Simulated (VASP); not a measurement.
# Al3GaN4 (Cmm2) in VASP: single point with PBEsol

Aim: the single point of Al3GaN4 with PBEsol.

Program: VASP 6.6.1. These are calculated values, not measurements. Logs are shortened: lines on timing, memory, paths and dates and some standing lists are left out, and cuts for length are marked.

### Step 1. The cell of the first run

Symmetry: Cmm2, No. 35, orthorhombic system. Conventional cell: a = 6.193 Å, b = 6.271 Å, c = 4.407 Å, α = 90.00°, β = 90.00°, γ = 90.00°. Al (site symmetry 2) has 4 N at 1.89 to 1.90 Å within 2.5 Å. Within 2.5 Å of Al (site symmetry mm2) lie 4 N at 1.89 to 1.90 Å. Within 2.6 Å of Ga (site symmetry mm2) lie 4 N at 1.94 to 1.96 Å. N (site symmetry m) has 3 Al at 1.89 to 1.90 Å and 1 Ga at 1.94 Å within 2.5 Å. N (site symmetry m) has 3 Al at 1.89 to 1.90 Å and 1 Ga at 1.96 Å within 2.5 Å.

### Step 2. Single point, PBEsol (strain +0.0125 x Voigt [0, 0, 0, 0, 1, 0])

File INCAR:

```
SYSTEM = Al3GaN4
  PREC = Accurate
  ENCUT = 520
  EDIFF = 1E-7
  ISMEAR = 0
  SIGMA = 0.05
  LREAL = .False.
  LASPH = .True.
  NELM = 60
  ALGO = Normal
  ISIF = 2
  LWAVE = .False.
  LCHARG = .True.
  GGA = PS
  LELF = .True.
  LVHAR = .True.
  NBANDS = 31
```

File KPOINTS:

```
regular mesh
0
Gamma
  6 6 6
  0 0 0
```

File POSCAR:

```
Al3GaN4
1.0
    4.4069948390      0.0000000000      0.0275437177
    0.0000000000      4.4069948390      0.0000000000
    0.0275437177      0.0000000000      4.4069948390
Al Ga N
3 1 4
Direct
    0.5000000000      0.5000000000      0.0000000000
    0.5000000000      0.0000000000      0.5000000000
    0.0000000000      0.5000000000      0.5000000000
    0.0000000000      0.0000000000      0.0000000000
    0.7447077168      0.7447077168      0.2552922832
    0.7447077168      0.2552922832      0.7447077168
    0.2552922832      0.7447077168      0.7447077168
    0.2552922832      0.2552922832      0.2552922832
```

Potentials or basis: VASP PAW PBE potentials, release 64 (Al, Ga_d, N).

On the command line:

```sh
cat potpaw_PBE.64/Al/POTCAR potpaw_PBE.64/Ga_d/POTCAR potpaw_PBE.64/N/POTCAR > POTCAR
mpirun -np 1 vasp_std > vasp.out
```

OUTCAR:

```text
SYSTEM = Al3GaN4
   PREC = Accurate
   ENCUT = 520
   EDIFF = 1E-7
   ISMEAR = 0
   LREAL = .False.
   LASPH = .True.
   NELM = 60
   ISIF = 2
   GGA = PS

 ion  position               nearest neighbor table
   1  0.500  0.500  0.000-   6 1.89   8 1.89   7 1.90   5 1.90   3 3.10   3 3.10   2 3.12   2 3.12
                             2 3.12   2 3.12   4 3.12   4 3.12   4 3.12   4 3.12   3 3.14   3 3.14
   2  0.500  0.000  0.500-   5 1.89   7 1.89   6 1.90   8 1.90   4 3.10   4 3.10   1 3.12   1 3.12
                             1 3.12   1 3.12   3 3.12   3 3.12   3 3.12   3 3.12   4 3.14   4 3.14
   3  0.000  0.500  0.500-   6 1.89   8 1.89   7 1.90   5 1.90   1 3.10   1 3.10   4 3.12   4 3.12
                             4 3.12   4 3.12   2 3.12   2 3.12   2 3.12   2 3.12   1 3.14   1 3.14
   4  0.000  0.000  0.000-   5 1.94   7 1.94   6 1.96   8 1.96   2 3.10   2 3.10   3 3.12   3 3.12
                             3 3.12   3 3.12   1 3.12   1 3.12   1 3.12   1 3.12   2 3.14   2 3.14
   5  0.745  0.745  0.255-   2 1.89   1 1.90   3 1.90   4 1.94
   6  0.745  0.255  0.745-   1 1.89   3 1.89   2 1.90   4 1.96
   7  0.255  0.745  0.745-   2 1.89   1 1.90   3 1.90   4 1.94
   8  0.255  0.255  0.255-   1 1.89   3 1.89   2 1.90   4 1.96

  LATTYP: Found a base centered orthorhombic cell.
 ALAT       =     6.1934791715
 B/A-ratio  =     1.0125786163
 C/A-ratio  =     0.7115539936

  Lattice vectors:

 A1 = (  -4.4069948390,   0.0000000000,  -0.0275437177)
 A2 = (   0.0275437177,   0.0000000000,   4.4069948390)
 A3 = (   0.0000000000,   4.4069948390,   0.0000000000)

Analysis of symmetry for initial positions (statically):
=====================================================================
 Subroutine PRICEL returns:
 Original cell was already a primitive cell.

 Routine SETGRP: Setting up the symmetry group for a
 base centered orthorhombic supercell.

 Subroutine GETGRP returns: Found  4 space group operations
 (whereof  4 operations were pure point group operations)
 out of a pool of  8 trial point group operations.

The static configuration has the point symmetry C_2v.

Analysis of symmetry for dynamics (positions and initial velocities):
=====================================================================
 Subroutine PRICEL returns:
 Original cell was already a primitive cell.

 Routine SETGRP: Setting up the symmetry group for a
 base centered orthorhombic supercell.

 Subroutine GETGRP returns: Found  4 space group operations
 (whereof  4 operations were pure point group operations)
 out of a pool of  8 trial point group operations.

The dynamic configuration has the point symmetry C_2v.

 Subroutine INISYM returns: Found  4 space group operations
 (whereof  4 operations are pure point group operations),
 and found     1 'primitive' translations

----------------------------------------------------------------------------------------

                                     Primitive cell

  volume of cell :      85.5876

  direct lattice vectors                    reciprocal lattice vectors
     4.406994839  0.000000000  0.027543718     0.226920861  0.000000000 -0.001418255
     0.000000000  4.406994839  0.000000000     0.000000000  0.226911997  0.000000000
     0.027543718  0.000000000  4.406994839    -0.001418255  0.000000000  0.226920861

  length of vectors
     4.407080912  4.406994839  4.407080912     0.226925293  0.226911997  0.226925293

  position of ions in fractional coordinates (direct lattice)
     0.500000000  0.500000000  1.000000000
     0.500000000  0.000000000  0.500000000
     1.000000000  0.500000000  0.500000000
     0.000000000  0.000000000  0.000000000
     0.744707717  0.744707717  0.255292283
     0.744707717  0.255292283  0.744707717
     0.255292283  0.744707717  0.744707717
     0.255292283  0.255292283  0.255292283

  ion indices of the primitive-cell ions
   primitive index   ion index
                 1           1
                 2           2
                 3           3
                 4           4
                 5           5
                 6           6
                 7           7
                 8           8

----------------------------------------------------------------------------------------

 KPOINTS: regular mesh

Automatic generation of k-mesh.
 Grid dimensions read from file:
 generate k-points for:    6    6    6

 Generating k-lattice:

  Cartesian coordinates                     Fractional coordinates (reciprocal lattice)
     0.037820144  0.000000000 -0.000236376     0.166666667  0.000000000  0.000000000
     0.000000000  0.037818666  0.000000000     0.000000000  0.166666667  0.000000000
    -0.000236376  0.000000000  0.037820144     0.000000000  0.000000000  0.166666667

  Length of vectors
     0.037820882  0.037818666  0.037820882

  Shift w.r.t. Gamma in fractional coordinates (k-lattice)
     0.000000000  0.000000000  0.000000000

 Subroutine IBZKPT returns following result:
 ===========================================

 Found     52 irreducible k-points:

 Following reciprocal coordinates:
            Coordinates               Weight
  0.000000  0.000000  0.000000      1.000000
  0.166667  0.000000  0.000000      4.000000
  0.333333  0.000000  0.000000      4.000000
  0.500000  0.000000  0.000000      2.000000
  0.000000  0.166667  0.000000      2.000000
  0.166667  0.166667  0.000000      8.000000
[... 16 lines left out ...]
  0.333333  0.166667  0.166667      8.000000
  0.500000  0.166667  0.166667      8.000000
 [... further k-points ...]
   k-points           NKPTS =     52   k-points in BZ     NKDIM =     52   number of bands    NBANDS=     31
   number of dos      NEDOS =    301   number of ions     NIONS =      8
   total plane-waves  NPLWV =  46656
   dimension x,y,z NGX =    36 NGY =   36 NGZ =   36
   dimension x,y,z NGXF=    72 NGYF=   72 NGZF=   72
   ions per type =               3   1   4
   NGX,Y,Z   is equivalent  to a cutoff of  13.58, 13.58, 13.58 a.u.
   NGXF,Y,Z  is equivalent  to a cutoff of  27.16, 27.16, 27.16 a.u.
 SYSTEM =  Al3GaN4
   PREC   = accura    normal or accurate (medium, high low for compatibility)
   ISTART =      0    job   : 0-new  1-cont  2-samecut
   ICHARG =      2    charge: 1-file 2-atom 10-const
   ISPIN  =      1    spin polarized calculation?
   LNONCOLLINEAR =      F non collinear calculations
   LSORBIT =      F    spin-orbit coupling
   LASPH  =      T    aspherical Exc in radial PAW
   ENCUT  =  520.0 eV  38.22 Ry    6.18 a.u.   8.19  8.19  8.19*2*pi/ulx,y,z
   NELM   =     60;   NELMIN=  2; NELMDL= -5     # of ELM steps
   EDIFF  = 0.1E-06   stopping-criterion for ELM
   LREAL  =      F    real-space projection
   EDIFFG = 0.1E-05   stopping-criterion for IOM
   NSW    =      0    number of steps for IOM
   IBRION =     -1    ionic relax: 0-MD 1-quasi-New 2-CG
   NFREE  =      0    steps in history (QN), initial steepest desc. (CG)
   ISIF   =      2    stress and relaxation
   ISYM   =      2    0-nonsym 1-usesym 2-fastsym
   POTIM  = 0.5000    time-step for ionic-motion
   TEBEG  =    0.0;   TEEND  =   0.0 temperature during run
   PSTRESS=    0.0 pullay stress
   NELECT =      42.0000    total number of electrons
   NUPDOWN=      -1.0000    fix difference up-down
   EMIN   =  10.00;   EMAX   =-10.00  energy-range for DOS
   EFERMI =   0.00;   METHOD = LEGACY
   ISMEAR =     0;   SIGMA  =   0.05  broadening in eV -4-tet -1-fermi 0-gaus
   EFERMI_NEDOS =   21; number of points for ismear=-14 and -15
   IALGO  =     38    algorithm
   IMIX   =      4    mixing-type and parameters
     AMIX     =   0.40;   BMIX     =  1.00
     AMIX_MAG =   1.60;   BMIX_MAG =  1.00
  volume/ion in A,a.u.               =      10.70        72.20
  Fermi-wavevector in a.u.,A,eV,Ry     =   1.291282  2.440169 22.686474  1.667409
  Thomas-Fermi vector in A             =   2.423061
   LORBIT       =      0    0 simple, 1 ext, 2 COOP (PROOUT), +10 PAW based schemes
   GGA     = PS    functional components
   LHFCALC =     F    Hartree Fock is set to
   AEXX    =    0.0000 exact exchange contribution
   IVDW    =     0    specifies the selected vdW correction
   LEPSILON=     F    determine dielectric tensor
   LRPA    =     F    only Hartree local field effects (RPA)
 non-spin polarized calculation
 Gauss-broadening in eV      SIGMA  =   0.05
  energy-cutoff  :      520.00
  volume of cell :       85.59
 maximum number of plane-waves:      2318
 NGX is ok and might be reduce to    36
   NGX = 17   NGY = 17   NGZ = 17

 number of electron      41.9999989 magnetization

 Free energy of the ion-electron system (eV)
  ---------------------------------------------------
  ext. energy  EPLUGINS =         0.00000000
  ---------------------------------------------------
  free energy    TOTEN  =       -59.94211867 eV

  energy without entropy =      -59.94211867  energy(sigma->0) =      -59.94211867

 E-fermi :   5.9295     XC(G=0): -11.3282

 val. band max:        5.6478859142   @ k =   0.0000   0.0000   0.0000
 cond. band min:       8.9245344339   @ k =   0.0000   0.0000   0.0000
 fundamental gap:      3.2766485197
 Fermi energy:         5.9295330802

 k-point     1 :       0.0000    0.0000    0.0000
  band No.  band energies     occupation
      1      -9.5382      2.00000
      2      -7.8012      2.00000
      3      -7.7795      2.00000
      4      -7.7574      2.00000
      5      -6.9915      2.00000
      6      -6.9915      2.00000
[... 23 lines left out ...]
     30      17.4576      0.00000
     31      17.6168      0.00000

 k-point     2 :       0.1667    0.0000    0.0000
  band No.  band energies     occupation
      1      -9.4104      2.00000
      2      -7.8452      2.00000
      3      -7.7866      2.00000
      4      -7.7786      2.00000
      5      -6.9901      2.00000
      6      -6.9867      2.00000
[... 23 lines left out ...]
     30      17.6510      0.00000
     31      17.6754      0.00000

 k-point     3 :       0.3333    0.0000    0.0000
  band No.  band energies     occupation
      1      -9.0516      2.00000
      2      -8.0687      2.00000
      3      -7.8004      2.00000
      4      -7.7990      2.00000
      5      -6.9872      2.00000
      6      -6.9731      2.00000
[... 703 lines left out ...]
     30      16.6784      0.00000
     31      17.0662      0.00000

 k-point    24 :       0.5000    0.1667    0.1667
  band No.  band energies     occupation
      1      -8.5063      2.00000
      2      -8.3049      2.00000
      3      -7.8852      2.00000
      4      -7.7804      2.00000
      5      -6.9784      2.00000
      6      -6.9560      2.00000
[... 23 lines left out ...]
     30      16.1397      0.00000
     31      16.7135      0.00000

 [... further k-points ...]
[... 5 lines left out ...]
  --------------------------------------------------------------------------------------
  -------------------------------------------------------------------------------------
  Total        0.0024328     -0.0083202      0.0024328      0.0000000      0.0000000     -1.4346610
  in kB        0.0455410     -0.1557524      0.0455410      0.0000000      0.0000000    -26.8564875
  external PRESSURE =      -0.0215568 kB  Pullay stress =       0.0000000 kB

 VOLUME and BASIS-vectors are now :
 -----------------------------------------------------------------------------
  energy-cutoff  :      520.00
  volume of cell :       85.59
      direct lattice vectors                 reciprocal lattice vectors
     4.406994839  0.000000000  0.027543718     0.226920861  0.000000000 -0.001418255
     0.000000000  4.406994839  0.000000000     0.000000000  0.226911997  0.000000000
     0.027543718  0.000000000  4.406994839    -0.001418255  0.000000000  0.226920861

 POSITION                                       TOTAL-FORCE (eV/Angst)
 -----------------------------------------------------------------------------------
      2.20350      2.20350      0.01377        -0.000000      0.106776      0.000000
      2.21727      0.00000      2.21727        -0.000000      0.120675      0.000000
      0.01377      2.20350      2.20350        -0.000000      0.106776      0.000000
      0.00000      0.00000      0.00000        -0.000000      0.111814      0.000000
      3.28895      3.28192      1.14558         0.012012     -0.106839     -0.012012
      3.30244      1.12507      3.30244        -0.003159     -0.116182     -0.003159
      1.14558      3.28192      3.28895        -0.012012     -0.106839      0.012012
      1.13210      1.12507      1.13210         0.003159     -0.116182      0.003159
 -----------------------------------------------------------------------------------
    total drift:                                0.000000      0.000147     -0.000000

  FREE ENERGIE OF THE ION-ELECTRON SYSTEM (eV)
  ---------------------------------------------------
  free  energy   TOTEN  =       -59.9421186700 eV

  energy  without entropy=      -59.9421186700  energy(sigma->0) =      -59.94211867
```

Run time: 76 s. Hardware: 1 thread of Intel Xeon 6975P-C (Granite Rapids), shared host; peak memory 0.26 GiB.

What came out:

```
Free energy            : -59.9421 eV
Pressure               : 0.0 GPa
Largest force          : 0.121 eV/Å
Band gap on the k mesh : 3.28 eV
```

Forces in eV/Å, atoms in the order of the input:
```
Al   0.000  0.107  0.000
Al   0.000  0.121  0.000
Al   0.000  0.107  0.000
Ga   0.000  0.112  0.000
N    0.012 -0.107 -0.012
N   -0.003 -0.116 -0.003
N   -0.012 -0.107  0.012
N    0.003 -0.116  0.003
```

Caveat: the cell differs from its parent crystal (strain +0.0125 x Voigt [0, 0, 0, 0, 1, 0]); the PAW data sets were made with another functional, which shifts forces and pressure a little.
